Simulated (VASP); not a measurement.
Crystal: Ti.

```
CELL_PARAMETERS angstrom
1.52457 0.88021 7.36813
-1.52457 0.88021 7.36813
0.00000 -1.76042 7.36813
ATOMIC_POSITIONS crystal
Ti 0.00000 0.00000 0.00000
Ti 0.22222 0.22222 0.22222
Ti 0.77778 0.77778 0.77778
```

- Program: VASP 6.6.1
- Task: relaxation of cell and atoms
- Functional: PBEsol
- Potentials or basis: VASP PAW PBE potentials, release 64 (Ti_sv)
- Cutoff: 600 eV
- k mesh: 6 × 6 × 6
- Occupations: gaussian, width 0.1 eV
- Spin: no spin polarisation

At the start: pressure -14.6 GPa; volume 19.78 Å³/atom.

**Question.** Where does the relaxation end?

**Answer.** Over 7 steps the energy falls by 157.0 meV/atom and the volume is 16.76 Å³/atom (-15.2 %); space group R-3m (No. 166, to 0.05 Å).

The path:
```csv
step,energy change (eV),largest force (eV/Å),pressure (GPa),volume (Å³)
1,0.0000,0.0667,-14.57,59.33
2,-0.2523,0.0819,14.88,45.19
3,-0.4701,0.0802,-0.11,50.30
4,-0.4701,0.0799,0.25,50.13
5,-0.4706,0.0565,-0.15,50.31
6,-0.4707,0.0478,-0.30,50.38
7,-0.4711,0.0213,-0.14,50.29
```

Final structure:
```
Ti
1.0
     1.44305    0.83314    6.97212
    -1.44305    0.83314    6.97212
     0.00000   -1.66629    6.97212
Ti
3
Direct
  0.00000 0.00000 0.00000
  0.22274 0.22274 0.22274
  0.77726 0.77726 0.77726
```

Caveat: the k points lie up to 0.42 Å⁻¹ apart in the final cell; the volume moved by over 15 % at a fixed basis, so the end points are rough; the PAW data sets were made with another functional, which shifts forces and pressure a little.
